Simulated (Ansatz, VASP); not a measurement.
# One calculation of SiC, two programs

```
Si C
1.0
     4.37973    0.00000    0.00000
     0.00000   -4.37973    0.00000
     0.00000    0.00000   -4.37973
Si C
4 4
Direct
  0.98945 0.98945 0.98945
  0.50000 0.50000 0.00000
  0.50000 0.00000 0.50000
  0.00000 0.50000 0.50000
  0.75000 0.75000 0.75000
  0.25000 0.25000 0.75000
  0.25000 0.75000 0.25000
  0.75000 0.25000 0.25000
```

Alike in both runs: task single point; functional PBE; k mesh 6 × 6 × 6; occupations gaussian, width 0.05 eV; no spin polarisation.

|  | VASP | Ansatz |
| --- | --- | --- |
| version | VASP 6.6.1 | Ansatz 0.2.0 |
| potentials or method | VASP PAW PBE potentials, release 64 (Si, C), cutoff 520 eV | scalar-relativistic, plane waves, PAW |
| valence electrons in the cell | 32 | 32 |

|  | VASP | Ansatz | Ansatz less VASP |
| --- | --- | --- | --- |
| gap on the k mesh at the Fermi level (eV) | 1.20 | 1.20 | +0.002 |
| least direct gap on the mesh (eV) | 1.20 | 1.20 | +0.002 |
| pressure (GPa) | 0.2 | 0.2 | +0.05 |
| traceless stress, the component that is largest in VASP (GPa) | -0.85 | -0.85 | -0.002 |
| rms of the force components (eV/Å) | 0.525 | 0.526 | +0.0008 |

Atom by atom the forces differ by 0.001 eV/Å (rms over components).
